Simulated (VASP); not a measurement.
# Mo in VASP: single point with PBE

Aim: the single point of Mo with PBE.

Everything below comes from runs of VASP 6.6.1. Logs are shortened: lines on timing, memory, paths and dates and some standing lists are left out, and cuts for length are marked.

**1. The cell of the first run**

The typed cell holds 2 atoms: a = 3.160 Å, b = 3.160 Å, c = 3.160 Å, α = 90.01°, β = 90.01°, γ = 90.01°.

The cell was built from a structure type or drawn by symmetry, and may not be a known phase.

**2. Single point, PBE**

The input, INCAR:

```
  ALGO = Fast
  EDIFF = 1E-6
  ENCUT = 520
  GGA = PE
  ISIF = 2
  ISMEAR = 0
  LASPH = T
  LCHARG = T
  LELF = T
  LREAL = F
  LVHAR = T
  LWAVE = F
  NBANDS = 21
  NELM = 60
  PREC = Accurate
  SIGMA = 0.1
```

The input, KPOINTS:

```
k-points
0
Gamma
  6 6 6
```

The input, POSCAR:

```
Mo
1.0
    2.2348229918      1.2902756559      1.8244319877
   -2.2348229918      1.2902756559      1.8244319877
    0.0000000000     -2.5805513119      1.8244319877
Mo
2
Direct
    0.2500378846      0.2500378846      0.2500378846
    0.7499621154      0.7499621154      0.7499621154
```

Potentials or basis: VASP PAW PBE potentials, release 64 (Mo_sv).

Started as:

```
$ cat potpaw_PBE.64/Mo_sv/POTCAR > POTCAR
$ mpirun -np 1 vasp_std > vasp.out
```

OUTCAR:

```text
EDIFF = 1E-6
   ENCUT = 520
   GGA = PE
   ISIF = 2
   ISMEAR = 0
   LASPH = T
   LREAL = F
   NELM = 60
   PREC = Accurate

 ion  position               nearest neighbor table
   1  0.250  0.250  0.250-   2 2.74   2 2.74   2 2.74   2 2.74   2 2.74   2 2.74   2 2.74   2 2.74

   2  0.750  0.750  0.750-   1 2.74   1 2.74   1 2.74   1 2.74   1 2.74   1 2.74   1 2.74   1 2.74

  LATTYP: Found a trigonal (rhomboedric) cell.
 ALAT       =     3.1603476313
 COS(alpha) =    -0.0001071767

  Lattice vectors:

 A1 = (   2.2348229918,   1.2902756559,   1.8244319877)
 A2 = (  -2.2348229918,   1.2902756559,   1.8244319877)
 A3 = (   0.0000000000,  -2.5805513119,   1.8244319877)

Analysis of symmetry for initial positions (statically):
=====================================================================
 Subroutine PRICEL returns:
 Original cell was already a primitive cell.

 Routine SETGRP: Setting up the symmetry group for a
 trigonal (rhombohedral) supercell.

 Subroutine GETGRP returns: Found 12 space group operations
 (whereof 12 operations were pure point group operations)
 out of a pool of 12 trial point group operations.

The static configuration has the point symmetry D_3d.

Analysis of symmetry for dynamics (positions and initial velocities):
=====================================================================
 Subroutine PRICEL returns:
 Original cell was already a primitive cell.

 Routine SETGRP: Setting up the symmetry group for a
 trigonal (rhombohedral) supercell.

 Subroutine GETGRP returns: Found 12 space group operations
 (whereof 12 operations were pure point group operations)
 out of a pool of 12 trial point group operations.

The dynamic configuration has the point symmetry D_3d.

 Subroutine INISYM returns: Found 12 space group operations
 (whereof 12 operations are pure point group operations),
 and found     1 'primitive' translations

----------------------------------------------------------------------------------------

                                     Primitive cell

  volume of cell :      31.5649

  direct lattice vectors                    reciprocal lattice vectors
     2.234822992  1.290275656  1.824431988     0.223731366  0.129171364  0.182705267
    -2.234822992  1.290275656  1.824431988    -0.223731366  0.129171364  0.182705267
     0.000000000 -2.580551312  1.824431988     0.000000000 -0.258342728  0.182705267

  length of vectors
     3.160347631  3.160347631  3.160347631     0.316420890  0.316420890  0.316420890

  position of ions in fractional coordinates (direct lattice)
     0.250037885  0.250037885  0.250037885
     0.749962115  0.749962115  0.749962115

  ion indices of the primitive-cell ions
   primitive index   ion index
                 1           1
                 2           2

----------------------------------------------------------------------------------------

 KPOINTS: k-points

Automatic generation of k-mesh.
 Grid dimensions read from file:
 generate k-points for:    6    6    6

 Generating k-lattice:

  Cartesian coordinates                     Fractional coordinates (reciprocal lattice)
     0.037288561  0.021528561  0.030450878     0.166666667 -0.000000000 -0.000000000
    -0.037288561  0.021528561  0.030450878    -0.000000000  0.166666667 -0.000000000
     0.000000000 -0.043057121  0.030450878     0.000000000  0.000000000  0.166666667

  Length of vectors
     0.052736815  0.052736815  0.052736815

  Shift w.r.t. Gamma in fractional coordinates (k-lattice)
     0.000000000  0.000000000  0.000000000

 Subroutine IBZKPT returns following result:
 ===========================================

 Found     32 irreducible k-points:

 Following reciprocal coordinates:
            Coordinates               Weight
  0.000000  0.000000  0.000000      1.000000
  0.166667  0.000000  0.000000      6.000000
  0.333333  0.000000  0.000000      6.000000
  0.500000  0.000000  0.000000      3.000000
  0.166667  0.166667  0.000000      6.000000
  0.333333  0.166667  0.000000     12.000000
[... 16 lines left out ...]
  0.500000  0.500000  0.166667      6.000000
 -0.333333  0.500000  0.166667     12.000000
 [... further k-points ...]
   k-points           NKPTS =     32   k-points in BZ     NKDIM =     32   number of bands    NBANDS=     21
   number of dos      NEDOS =    301   number of ions     NIONS =      2
   total plane-waves  NPLWV =  13824
   dimension x,y,z NGX =    24 NGY =   24 NGZ =   24
   dimension x,y,z NGXF=    48 NGYF=   48 NGZF=   48
   ions per type =               2
   NGX,Y,Z   is equivalent  to a cutoff of  12.62, 12.62, 12.62 a.u.
   NGXF,Y,Z  is equivalent  to a cutoff of  25.25, 25.25, 25.25 a.u.
 SYSTEM =  unknown system
   PREC   = accura    normal or accurate (medium, high low for compatibility)
   ISTART =      0    job   : 0-new  1-cont  2-samecut
   ICHARG =      2    charge: 1-file 2-atom 10-const
   ISPIN  =      1    spin polarized calculation?
   LNONCOLLINEAR =      F non collinear calculations
   LSORBIT =      F    spin-orbit coupling
   LASPH  =      T    aspherical Exc in radial PAW
   ENCUT  =  520.0 eV  38.22 Ry    6.18 a.u.   5.88  5.88  5.88*2*pi/ulx,y,z
   NELM   =     60;   NELMIN=  2; NELMDL= -5     # of ELM steps
   EDIFF  = 0.1E-05   stopping-criterion for ELM
   LREAL  =      F    real-space projection
   EDIFFG = 0.1E-04   stopping-criterion for IOM
   NSW    =      0    number of steps for IOM
   IBRION =     -1    ionic relax: 0-MD 1-quasi-New 2-CG
   NFREE  =      0    steps in history (QN), initial steepest desc. (CG)
   ISIF   =      2    stress and relaxation
   ISYM   =      2    0-nonsym 1-usesym 2-fastsym
   POTIM  = 0.5000    time-step for ionic-motion
   TEBEG  =    0.0;   TEEND  =   0.0 temperature during run
   PSTRESS=    0.0 pullay stress
   NELECT =      28.0000    total number of electrons
   NUPDOWN=      -1.0000    fix difference up-down
   EMIN   =  10.00;   EMAX   =-10.00  energy-range for DOS
   EFERMI =   0.00;   METHOD = LEGACY
   ISMEAR =     0;   SIGMA  =   0.10  broadening in eV -4-tet -1-fermi 0-gaus
   EFERMI_NEDOS =   21; number of points for ismear=-14 and -15
   IALGO  =     68    algorithm
   IMIX   =      4    mixing-type and parameters
     AMIX     =   0.40;   BMIX     =  1.00
     AMIX_MAG =   1.60;   BMIX_MAG =  1.00
  volume/ion in A,a.u.               =      15.78       106.51
  Fermi-wavevector in a.u.,A,eV,Ry     =   1.572990  2.972520 33.664866  2.474298
  Thomas-Fermi vector in A             =   2.674342
   LORBIT       =      0    0 simple, 1 ext, 2 COOP (PROOUT), +10 PAW based schemes
   GGA     = PE    functional components
   LHFCALC =     F    Hartree Fock is set to
   AEXX    =    0.0000 exact exchange contribution
   IVDW    =     0    specifies the selected vdW correction
   LEPSILON=     F    determine dielectric tensor
   LRPA    =     F    only Hartree local field effects (RPA)
 non-spin polarized calculation
 RMM-DIIS sequential band-by-band and
 Gauss-broadening in eV      SIGMA  =   0.10
  energy-cutoff  :      520.00
  volume of cell :       31.56
 maximum number of plane-waves:       872
   NGX = 11   NGY = 11   NGZ = 11

 number of electron      28.0000007 magnetization

 Free energy of the ion-electron system (eV)
  ---------------------------------------------------
  ext. energy  EPLUGINS =         0.00000000
  ---------------------------------------------------
  free energy    TOTEN  =       -21.90367368 eV

  energy without entropy =      -21.89798186  energy(sigma->0) =      -21.90082777

 E-fermi :  12.5782     XC(G=0): -13.3371

 val. band max:       12.2001061290   @ k =  -0.1667   0.1667   0.0000
 cond. band min:      12.6312815061   @ k =   0.5000   0.1667   0.0000
 fundamental gap:      0.4311753771
 Fermi energy:        12.5782270924

 k-point     1 :       0.0000    0.0000    0.0000
  band No.  band energies     occupation
      1     -48.8449      2.00000
      2     -48.4110      2.00000
      3     -23.0703      2.00000
      4     -23.0697      2.00000
      5     -23.0697      2.00000
      6     -22.1328      2.00000
[... 13 lines left out ...]
     20      21.4281      0.00000
     21      21.4293      0.00000

 k-point     2 :       0.1667    0.0000    0.0000
  band No.  band energies     occupation
      1     -48.8117      2.00000
      2     -48.4357      2.00000
      3     -23.0708      2.00000
      4     -23.0055      2.00000
      5     -23.0051      2.00000
      6     -22.2633      2.00000
[... 13 lines left out ...]
     20      19.9516      0.00000
     21      23.4441      0.00000

 k-point     3 :       0.3333    0.0000    0.0000
  band No.  band energies     occupation
      1     -48.7241      2.00000
      2     -48.5066      2.00000
      3     -23.0274      2.00000
      4     -22.8299      2.00000
      5     -22.8296      2.00000
      6     -22.5658      2.00000
[... 13 lines left out ...]
     20      17.4447      0.00000
     21      27.2210      0.00000

 k-point     4 :       0.5000    0.0000    0.0000
  band No.  band energies     occupation
      1     -48.6113      2.00000
      2     -48.6110      2.00000
      3     -22.8604      2.00000
      4     -22.8602      2.00000
      5     -22.5933      2.00000
      6     -22.5932      2.00000
[... 13 lines left out ...]
     20      15.8197      0.00000
     21      27.5896      0.00000

 k-point     5 :       0.1667    0.1667    0.0000
  band No.  band energies     occupation
      1     -48.7822      2.00000
      2     -48.4563      2.00000
      3     -23.1777      2.00000
      4     -22.9478      2.00000
      5     -22.8478      2.00000
      6     -22.4899      2.00000
[... 13 lines left out ...]
     20      20.8770      0.00000
     21      22.4819      0.00000
[... 382 lines left out ...]
     20      20.2730      0.00000
     21      22.9966      0.00000

 k-point    22 :      -0.1667    0.3333    0.1667
  band No.  band energies     occupation
      1     -48.6871      2.00000
      2     -48.5237      2.00000
      3     -23.2185      2.00000
      4     -22.9483      2.00000
      5     -22.9132      2.00000
      6     -22.4729      2.00000
[... 13 lines left out ...]
     20      19.7075      0.00000
     21      24.1357      0.00000

 k-point    23 :       0.5000    0.5000    0.1667
  band No.  band energies     occupation
      1     -48.5853      2.00000
      2     -48.5852      2.00000
      3     -23.4016      2.00000
      4     -23.4014      2.00000
      5     -22.6307      2.00000
      6     -22.6304      2.00000
[... 13 lines left out ...]
     20      18.7260      0.00000
     21      23.3700      0.00000

 k-point    24 :      -0.3333    0.5000    0.1667
  band No.  band energies     occupation
      1     -48.5905      2.00000
      2     -48.5903      2.00000
      3     -23.3224      2.00000
      4     -23.3223      2.00000
      5     -22.6527      2.00000
      6     -22.6522      2.00000
[... 13 lines left out ...]
     20      18.2549      0.00000
     21      24.1997      0.00000

 [... further k-points ...]

------------------------ aborting loop because EDIFF is reached ----------------------------------------

  FORCE on cell =-STRESS in cart. coord.  units (eV):
  Direction    XX          YY          ZZ          XY          YZ          ZX
  --------------------------------------------------------------------------------------
  -------------------------------------------------------------------------------------
  Total        0.1037709      0.1037709      0.1114856     -0.0000000     -0.0000000      0.0000000
  in kB        5.2672239      5.2672239      5.6588072     -0.0000000     -0.0000000      0.0000000
  external PRESSURE =       5.3977517 kB  Pullay stress =       0.0000000 kB

 VOLUME and BASIS-vectors are now :
 -----------------------------------------------------------------------------
  energy-cutoff  :      520.00
  volume of cell :       31.56
      direct lattice vectors                 reciprocal lattice vectors
     2.234822992  1.290275656  1.824431988     0.223731366  0.129171364  0.182705267
    -2.234822992  1.290275656  1.824431988    -0.223731366  0.129171364  0.182705267
     0.000000000 -2.580551312  1.824431988     0.000000000 -0.258342728  0.182705267

 POSITION                                       TOTAL-FORCE (eV/Angst)
 -----------------------------------------------------------------------------------
      0.00000     -0.00000      1.36853         0.000000      0.000000     -0.002344
      0.00000     -0.00000      4.10476         0.000000     -0.000000      0.002344
 -----------------------------------------------------------------------------------
    total drift:                               -0.000000      0.000000      0.000000

  FREE ENERGIE OF THE ION-ELECTRON SYSTEM (eV)
  ---------------------------------------------------
  free  energy   TOTEN  =       -21.9036736837 eV

  energy  without entropy=      -21.8979818597  energy(sigma->0) =      -21.90082777
```

It took 8.5 s on 1 thread of Intel Xeon Platinum 8488C (Sapphire Rapids), shared host; peak memory 0.14 GiB.

What came out:

| Property | Result |
| --- | --- |
| Free energy | -21.9037 eV |
| Pressure | 0.5 GPa |
| Band gap on the k mesh | zero (bands 14 and 15 overlap by 2.21 eV) |
